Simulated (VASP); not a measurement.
# Al2O3 (Corundum): single point with revPBE+D3(BJ)

**Measured values to compare with.**

From “Multi-petahertz electron interference in Cr:Al2O3 solid-state material”, 2018, pmc:5906618, for a bulk crystal of Al2O3: band gap 8.7 eV (optical).

Al2O3 (Corundum):

```xyz
10
Lattice="2.3879 1.3787 4.3424 -2.3879 1.3787 4.3424 0.0000 -2.7573 4.3424" Properties=species:S:1:pos:R:3 pbc="T T T"
Al    0.0000    0.0000   11.0995
Al    0.0000    0.0000    8.4414
Al    0.0000    0.0000    1.9278
Al    0.0000    0.0000    4.5858
O    -1.6554   -0.1099    5.4280
O     0.7325    1.4885    5.4280
O     0.9228   -1.3787    5.4280
O     1.6554    0.1099    7.5992
O    -0.7325   -1.4885    7.5992
O    -0.9228    1.3787    7.5992
```

- Program: VASP 6.6.1
- Task: single point
- Functional: revPBE
- Dispersion: D3(BJ)
- Potentials or basis: VASP PAW PBE potentials, release 64 (Al, O)
- Cutoff: 520 eV
- k mesh: 7 × 7 × 7
- Occupations: fermi-dirac, width 0.05 eV
- Spin: no spin polarisation
- Dipole correction: no
- Further INCAR settings: ALGO = Normal; EDIFF = 1e-07; NBANDS = 35

| Property | Result |
| --- | --- |
| Pressure | -0.5 GPa |
| Largest force | 0.008 eV/Å |
| Band gap on the k mesh | 6.18 eV, direct |
| Dispersion energy per atom | -0.463 eV |

Forces on the atoms (eV/Å):
```
Al   0.000  0.000  0.008
Al   0.000  0.000 -0.008
Al   0.000  0.000 -0.008
Al   0.000  0.000  0.008
O    0.002  0.004  0.000
O    0.002 -0.004  0.000
O   -0.004  0.000  0.000
O   -0.002 -0.004  0.000
O   -0.002  0.004  0.000
O    0.004  0.000  0.000
```

Levels at points of the mesh, in eV from the valence-band top:
```
           k point  band 20  band 21  band 22  band 23  band 24  band 25  band 26  band 27  band 28  band 29
(0.00, 0.00, 0.00)    -0.49    -0.49    -0.05    -0.05     0.00     6.18     9.14    10.74    11.51    11.51
```

Wall time 2.4 min on 1 thread of Intel(R) Xeon(R) Platinum 8259CL CPU @ 2.50GHz (Skylake/Cascade Lake), on a shared host, peak memory 0.28 GiB.

Measured gap of Al2O3: 8.7 eV (optical; quoted in “Multi-petahertz electron interference in Cr:Al2O3 solid-state material”, 2018, pmc:5906618). This calculation gives 6.18 eV (-2.52 eV). The value is that of revPBE+D3(BJ) on a finite k mesh, which can miss the band edges, without temperature or zero-point motion. Semilocal functionals fall short of measured gaps as a rule.

Caveat: the PAW data sets were made with another functional, which shifts forces and pressure a little.
